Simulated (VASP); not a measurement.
# Sc (P-1) in VASP: a series of runs

Aim: see how the results for Sc move with the level of theory and the settings. Levels: PBE, RPBE. Tasks: single point.

Everything below comes from runs of VASP 6.6.1. Logs are shortened: lines on timing, memory, paths and dates and some standing lists are left out, and cuts for length are marked.

### Step 1. The cell of the first run

The typed cell holds 1 atom: a = 3.202 Å, b = 3.216 Å, c = 3.226 Å, α = 61.44°, β = 61.31°, γ = 62.16°.

### Step 2. Single point, PBE

Contents of INCAR:

```
PREC = Accurate ; ENCUT = 520
EDIFF = 1E-6 ; ISMEAR = 0
SIGMA = 0.1 ; LREAL = F
LASPH = T ; NELM = 80
ALGO = Fast ; ISIF = 2
LWAVE = F ; LCHARG = F
GGA = PE ; NBANDS = 12
```

Contents of KPOINTS:

```
Automatic mesh
0
Gamma
  10 10 10
```

Contents of POSCAR:

```
Sc
1.0
    3.2019616822      0.0000000000      0.0000000000
    1.5021078373      2.8441406042      0.0000000000
    1.5489936237      0.9264468030      2.6741812389
Sc
1
Direct
    0.0000000000      0.0000000000      0.0000000000
```

Potentials or basis: VASP PAW PBE potentials, release 64 (Sc_sv).

Command:

```sh
$ cat potpaw_PBE.64/Sc_sv/POTCAR > POTCAR
$ mpirun -np 1 vasp_std > vasp.out
```

OUTCAR:

```text
PREC = Accurate
   ENCUT = 520
   EDIFF = 1E-6
   ISMEAR = 0
   LREAL = F
   LASPH = T
   NELM = 80
   ISIF = 2
   GGA = PE

 ion  position               nearest neighbor table
   1  0.000  0.000  0.000-

  LATTYP: Found a triclinic cell.
 ALAT       =     5.5387539049
 B/A-ratio  =     0.5824933604
 C/A-ratio  =     0.5982217248
 COS(alpha) =     0.0001760715
 COS(beta)  =     0.3017446046
 COS(gamma) =     0.8601547047

  Lattice vectors:

 A1 = (  -3.0511014610,  -3.7705874072,  -2.6741812389)
 A2 = (  -1.5489936237,  -0.9264468030,  -2.6741812389)
 A3 = (   1.6998538449,  -2.8441406042,   0.0000000000)

Analysis of symmetry for initial positions (statically):
=====================================================================
 Subroutine PRICEL returns:
 Original cell was already a primitive cell.

 Routine SETGRP: Setting up the symmetry group for a
 triclinic supercell.

 Subroutine GETGRP returns: Found  2 space group operations
 (whereof  2 operations were pure point group operations)
 out of a pool of  2 trial point group operations.

The static configuration has the point symmetry S_2 .

Analysis of symmetry for dynamics (positions and initial velocities):
=====================================================================
 Subroutine PRICEL returns:
 Original cell was already a primitive cell.

 Routine SETGRP: Setting up the symmetry group for a
 triclinic supercell.

 Subroutine GETGRP returns: Found  2 space group operations
 (whereof  2 operations were pure point group operations)
 out of a pool of  2 trial point group operations.

The dynamic configuration has the point symmetry S_2 .

 Subroutine INISYM returns: Found  2 space group operations
 (whereof  2 operations are pure point group operations),
 and found     1 'primitive' translations

----------------------------------------------------------------------------------------

                                     Primitive cell

  volume of cell :      24.3533

  direct lattice vectors                    reciprocal lattice vectors
     3.201961682  0.000000000  0.000000000     0.312308547 -0.164943011 -0.123758636
     1.502107837  2.844140604  0.000000000     0.000000000  0.351600058 -0.121808778
     1.548993624  0.926446803  2.674181239     0.000000000  0.000000000  0.373946233

  length of vectors
     3.201961682  3.216436496  3.226287375     0.374244606  0.372102108  0.373946233

  position of ions in fractional coordinates (direct lattice)
     0.000000000  0.000000000  0.000000000

  ion indices of the primitive-cell ions
   primitive index   ion index
                 1           1

----------------------------------------------------------------------------------------

 KPOINTS: Automatic mesh

Automatic generation of k-mesh.
 Grid dimensions read from file:
 generate k-points for:   10   10   10

 Generating k-lattice:

  Cartesian coordinates                     Fractional coordinates (reciprocal lattice)
     0.031230855 -0.016494301 -0.012375864     0.100000000  0.000000000  0.000000000
     0.000000000  0.035160006 -0.012180878     0.000000000  0.100000000  0.000000000
     0.000000000  0.000000000  0.037394623     0.000000000  0.000000000  0.100000000

  Length of vectors
     0.037424461  0.037210211  0.037394623

  Shift w.r.t. Gamma in fractional coordinates (k-lattice)
     0.000000000  0.000000000  0.000000000

 Subroutine IBZKPT returns following result:
 ===========================================

 Found    504 irreducible k-points:

 Following reciprocal coordinates:
            Coordinates               Weight
  0.000000  0.000000  0.000000      1.000000
  0.100000 -0.000000 -0.000000      2.000000
  0.200000 -0.000000 -0.000000      2.000000
  0.300000  0.000000  0.000000      2.000000
  0.400000  0.000000  0.000000      2.000000
  0.500000 -0.000000  0.000000      1.000000
[... 16 lines left out ...]
 -0.400000  0.200000 -0.000000      2.000000
 -0.300000  0.200000 -0.000000      2.000000
 [... further k-points ...]
   k-points           NKPTS =    504   k-points in BZ     NKDIM =    504   number of bands    NBANDS=     12
   number of dos      NEDOS =    301   number of ions     NIONS =      1
   total plane-waves  NPLWV =  13824
   dimension x,y,z NGX =    24 NGY =   24 NGZ =   24
   dimension x,y,z NGXF=    48 NGYF=   48 NGZF=   48
   ions per type =               1
   NGX,Y,Z   is equivalent  to a cutoff of  12.46, 12.40, 12.37 a.u.
   NGXF,Y,Z  is equivalent  to a cutoff of  24.92, 24.81, 24.73 a.u.
 SYSTEM =  unknown system
   PREC   = accura    normal or accurate (medium, high low for compatibility)
   ISTART =      0    job   : 0-new  1-cont  2-samecut
   ICHARG =      2    charge: 1-file 2-atom 10-const
   ISPIN  =      1    spin polarized calculation?
   LNONCOLLINEAR =      F non collinear calculations
   LSORBIT =      F    spin-orbit coupling
   LASPH  =      T    aspherical Exc in radial PAW
   ENCUT  =  520.0 eV  38.22 Ry    6.18 a.u.   5.95  5.98  6.00*2*pi/ulx,y,z
   NELM   =     80;   NELMIN=  2; NELMDL= -5     # of ELM steps
   EDIFF  = 0.1E-05   stopping-criterion for ELM
   LREAL  =      F    real-space projection
   EDIFFG = 0.1E-04   stopping-criterion for IOM
   NSW    =      0    number of steps for IOM
   IBRION =     -1    ionic relax: 0-MD 1-quasi-New 2-CG
   NFREE  =      0    steps in history (QN), initial steepest desc. (CG)
   ISIF   =      2    stress and relaxation
   ISYM   =      2    0-nonsym 1-usesym 2-fastsym
   POTIM  = 0.5000    time-step for ionic-motion
   TEBEG  =    0.0;   TEEND  =   0.0 temperature during run
   PSTRESS=    0.0 pullay stress
   NELECT =      11.0000    total number of electrons
   NUPDOWN=      -1.0000    fix difference up-down
   EMIN   =  10.00;   EMAX   =-10.00  energy-range for DOS
   EFERMI =   0.00;   METHOD = LEGACY
   ISMEAR =     0;   SIGMA  =   0.10  broadening in eV -4-tet -1-fermi 0-gaus
   EFERMI_NEDOS =   21; number of points for ismear=-14 and -15
   IALGO  =     68    algorithm
   IMIX   =      4    mixing-type and parameters
     AMIX     =   0.40;   BMIX     =  1.00
     AMIX_MAG =   1.60;   BMIX_MAG =  1.00
  volume/ion in A,a.u.               =      24.35       164.34
  Fermi-wavevector in a.u.,A,eV,Ry     =   1.256087  2.373660 21.466653  1.577755
  Thomas-Fermi vector in A             =   2.389812
   LORBIT       =      0    0 simple, 1 ext, 2 COOP (PROOUT), +10 PAW based schemes
   GGA     = PE    functional components
   LHFCALC =     F    Hartree Fock is set to
   AEXX    =    0.0000 exact exchange contribution
   IVDW    =     0    specifies the selected vdW correction
   LEPSILON=     F    determine dielectric tensor
   LRPA    =     F    only Hartree local field effects (RPA)
 non-spin polarized calculation
 RMM-DIIS sequential band-by-band and
 Gauss-broadening in eV      SIGMA  =   0.10
  energy-cutoff  :      520.00
  volume of cell :       24.35
 maximum number of plane-waves:       669
   NGX = 11   NGY = 11   NGZ = 11

 number of electron      11.0000001 magnetization

 Free energy of the ion-electron system (eV)
  ---------------------------------------------------
  ext. energy  EPLUGINS =         0.00000000
  ---------------------------------------------------
  free energy    TOTEN  =        -6.19836680 eV

  energy without entropy =       -6.18659372  energy(sigma->0) =       -6.19248026

 E-fermi :   3.8066     XC(G=0):  -9.9228

 val. band max:        3.8058365926   @ k =   0.2000  -0.3000   0.4000
 cond. band min:       3.8074953738   @ k =   0.5000  -0.4000   0.4000
 fundamental gap:      0.0016587812
 Fermi energy:         3.8066451282

 k-point     1 :       0.0000    0.0000    0.0000
  band No.  band energies     occupation
      1     -45.5943      2.00000
      2     -24.0105      2.00000
      3     -24.0082      2.00000
      4     -23.9912      2.00000
      5      -1.4008      2.00000
      6       5.2519      0.00000
      7       5.3316      0.00000
      8       5.6212      0.00000
      9       6.7647      0.00000
     10       6.8686      0.00000
     11      16.3520      0.00000
     12      19.4319      0.00000

 k-point     2 :       0.1000   -0.0000   -0.0000
  band No.  band energies     occupation
      1     -45.5885      2.00000
      2     -24.0464      2.00000
      3     -24.0144      2.00000
      4     -23.9989      2.00000
      5      -1.1494      2.00000
      6       5.1436      0.00000
      7       5.3793      0.00000
      8       5.6717      0.00000
      9       6.7155      0.00000
     10       6.8073      0.00000
     11      16.5111      0.00000
     12      18.0328      0.00000

 k-point     3 :       0.2000   -0.0000   -0.0000
  band No.  band energies     occupation
      1     -45.5734      2.00000
      2     -24.1496      2.00000
      3     -24.0247      2.00000
      4     -24.0141      2.00000
      5      -0.4394      2.00000
      6       4.7492      0.00000
      7       5.4816      0.00000
      8       5.7869      0.00000
      9       6.7322      0.00000
     10       6.7790      0.00000
     11      15.2885      0.00000
     12      17.1689      0.00000
[... 286 lines left out ...]
 k-point    23 :      -0.4000    0.2000   -0.0000
  band No.  band energies     occupation
      1     -45.5250      2.00000
      2     -24.3587      2.00000
      3     -24.1542      2.00000
      4     -24.0736      2.00000
      5       2.6524      2.00000
      6       3.6180      1.99237
      7       4.7225      0.00000
      8       5.9502      0.00000
      9       7.4823      0.00000
     10       8.5065      0.00000
     11      10.6794      0.00000
     12      14.5596      0.00000

 k-point    24 :      -0.3000    0.2000   -0.0000
  band No.  band energies     occupation
      1     -45.5345      2.00000
      2     -24.3021      2.00000
      3     -24.1566      2.00000
      4     -24.0539      2.00000
      5       1.9047      2.00000
      6       4.0857      0.00008
      7       4.6424      0.00000
      8       6.0082      0.00000
      9       6.8996      0.00000
     10       8.1691      0.00000
     11      12.2934      0.00000
     12      14.2791      0.00000

 [... further k-points ...]

------------------------ aborting loop because EDIFF is reached ----------------------------------------

  FORCE on cell =-STRESS in cart. coord.  units (eV):
  Direction    XX          YY          ZZ          XY          YZ          ZX
  --------------------------------------------------------------------------------------
  -------------------------------------------------------------------------------------
  Total        0.2457721      0.0326085      0.0298787      0.1508745      0.0648561      0.0800176
  in kB       16.1690705      2.1452746      1.9656840      9.9258660      4.2668103      5.2642681
  external PRESSURE =       6.7600097 kB  Pullay stress =       0.0000000 kB

 VOLUME and BASIS-vectors are now :
 -----------------------------------------------------------------------------
  energy-cutoff  :      520.00
  volume of cell :       24.35
      direct lattice vectors                 reciprocal lattice vectors
     3.201961682  0.000000000  0.000000000     0.312308547 -0.164943011 -0.123758636
     1.502107837  2.844140604  0.000000000     0.000000000  0.351600058 -0.121808778
     1.548993624  0.926446803  2.674181239     0.000000000  0.000000000  0.373946233

 POSITION                                       TOTAL-FORCE (eV/Angst)
 -----------------------------------------------------------------------------------
      0.00000      0.00000      0.00000         0.000000      0.000000      0.000000
 -----------------------------------------------------------------------------------
    total drift:                               -0.000000      0.000000     -0.000000

  FREE ENERGIE OF THE ION-ELECTRON SYSTEM (eV)
  ---------------------------------------------------
  free  energy   TOTEN  =        -6.1983668026 eV

  energy  without entropy=       -6.1865937161  energy(sigma->0) =       -6.19248026
```

It took 3.7 min on 1 thread of Oxide Virtual Turin-like, shared host; peak memory 0.22 GiB.

What came out:

| Property | Result |
| --- | --- |
| Free energy | -6.1984 eV |
| Pressure | 0.7 GPa |
| Band gap on the k mesh | zero (an odd number of electrons rules out a gap without spin polarisation) |

Stress tensor (GPa, compression positive):
```
1.62 0.99 0.53
0.99 0.21 0.43
0.53 0.43 0.20
```

### Step 3. Single point, RPBE

Contents of INCAR:

```
SYSTEM = Sc
ALGO = Fast ; EDIFF = 1E-6
ENCUT = 520 ; GGA = RP
ISIF = 2 ; ISMEAR = 0
LASPH = .True. ; LCHARG = .False.
LREAL = .False. ; LWAVE = .False.
NBANDS = 12 ; NELM = 60
PREC = Accurate ; SIGMA = 0.05
```

Contents of KPOINTS:

```
k-points
0
Gamma
  10 10 10
  0 0 0
```

POSCAR is that of step 2.

Potentials or basis: VASP PAW PBE potentials, release 64 (Sc_sv).

Command:

```sh
$ cat potpaw_PBE.64/Sc_sv/POTCAR > POTCAR
$ mpirun -np 1 vasp_std > vasp.out
```

Run time: 3.3 min. Hardware: 1 thread of Oxide Virtual Turin-like, shared host; peak memory 0.21 GiB.

The run converged. Its results:

```yaml
Free_energy: -5.8725 eV
Pressure: 2.8 GPa
Band_gap_on_the_k_mesh: zero (an odd number of electrons rules out a gap without spin polarisation)
```

Stress tensor (GPa, compression positive):
```
3.75 1.06 0.63
1.06 2.40 0.45
0.63 0.45 2.24
```

Levels at points of the mesh, in eV from the Fermi level:
| k point | band 2 | band 3 | band 4 | band 5 | band 6 | band 7 | band 8 | band 9 |
| --- | --- | --- | --- | --- | --- | --- | --- | --- |
| (0.00, 0.00, 0.00) | -27.89 | -27.89 | -27.87 | -5.21 | 1.47 | 1.55 | 1.83 | 2.98 |
| (0.50, 0.00, 0.00) | -28.29 | -27.94 | -27.93 | -1.78 | 0.16 | 1.38 | 1.68 | 3.80 |
| (0.00, 0.50, 0.00) | -28.28 | -27.93 | -27.93 | -1.80 | 0.11 | 1.40 | 1.69 | 3.80 |
| (0.50, 0.50, 0.00) | -28.27 | -28.05 | -28.02 | -1.52 | -0.65 | 2.09 | 3.89 | 4.14 |
| (0.00, 0.00, 0.50) | -28.29 | -27.94 | -27.93 | -1.78 | 0.15 | 1.30 | 1.76 | 3.84 |
| (0.50, 0.00, 0.50) | -28.27 | -28.04 | -28.01 | -1.54 | -0.61 | 1.88 | 3.89 | 4.12 |
| (0.00, 0.50, 0.50) | -28.27 | -28.04 | -28.01 | -1.54 | -0.61 | 1.87 | 3.89 | 4.12 |
| (0.50, 0.50, 0.50) | -28.31 | -27.96 | -27.95 | -1.69 | 0.48 | 1.38 | 1.51 | 3.95 |

Caveat: the PAW data sets were made with another functional, which shifts forces and pressure a little.
